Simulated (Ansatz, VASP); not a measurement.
**C: VASP beside Ansatz**

INCAR

```
PREC     = Accurate       # precision mode
ENCUT    = 600            # plane-wave cutoff, eV
EDIFF    = 1E-6           # SCF threshold, eV
ISMEAR   = 0              # smearing method
SIGMA    = 0.1            # smearing width, eV
LREAL    = F              # projectors in reciprocal space
LASPH    = T              # aspherical terms in the spheres
NELM     = 100            # most SCF steps
ALGO     = Normal         # electronic algorithm
ISIF     = 3              # what is computed and relaxed
LWAVE    = F              # write WAVECAR
LCHARG   = F              # write CHGCAR
GGA      = PE             # functional
IBRION   = 2              # ionic algorithm
NSW      = 90             # ionic steps
EDIFFG   = -0.04          # ionic threshold
```

Contents of KPOINTS:

```
Automatic mesh
0
Gamma
  8 6 8
```

The input POSCAR:

```
C
1.0
    2.0930722400      0.0000000000      0.0000000000
    0.0000000000      3.1455266200      0.0000000000
    0.0000000000      0.0000000000      2.0175486700
C
2
Direct
    0.0000000000      0.0000000000      0.6687917700
    0.5000000000      0.5000000000      0.3312082300
```

Input for Ansatz:

```yaml
crystal:
  lattice:
    - [2.09307224, 0.0, 0.0]
    - [0.0, 3.14552662, 0.0]
    - [0.0, 0.0, 2.01754867]
  atoms:
    - { symbol: C, position: [0.0, 0.0, 0.66879177] }
    - { symbol: C, position: [0.5, 0.5, 0.33120823] }
basis:
  ecutwfc: 420
kpoints:
  mp_grid: { grid: [8, 6, 8] }
hamiltonian:
  xc: pbe
scf:
  occupations: { method: gaussian, width: 0.1 }
  lower_state_search: "off"
output:
  forces: true
  stress: true
  eigenvalues: true
relax:
  adjacent_minimum: "off"
  f_tol: 0.04
  max_steps: 70
  cell: { stress_tol: 0.4 }
```

Alike in both runs: task relaxation of cell and atoms; functional PBE; k mesh 8 × 6 × 8; occupations gaussian, width 0.1 eV; no spin polarisation.

```csv
,VASP,Ansatz
version,VASP 6.6.1,Ansatz 0.2.0
potentials or method,"VASP PAW PBE potentials, release 64 (C), cutoff 600 eV","scalar-relativistic, plane waves, PAW"
valence electrons in the cell,8,8
```

VASP gave:

- gap on the k mesh at the Fermi level, each at its own relaxed structure (eV): none
- relaxed volume (Å³/atom): 5.60
- relaxed cell length with the largest relative difference (Å): 1.933

Problem. What did Ansatz give for the same quantities?

Solution. gap on the k mesh at the Fermi level, each at its own relaxed structure (eV): none; relaxed volume (Å³/atom): 5.61; relaxed cell length with the largest relative difference (Å): 2.139.

A gap of «none» marks a metal or a gap that the smearing closes. One of these differences is far larger than is usual between the two programs; its cause wasn't traced.

The k mesh is coarse, so the values compare programs but aren't converged. Noted on VASP's run: the volume moved by over 15 % at a fixed basis, so the end points are rough.
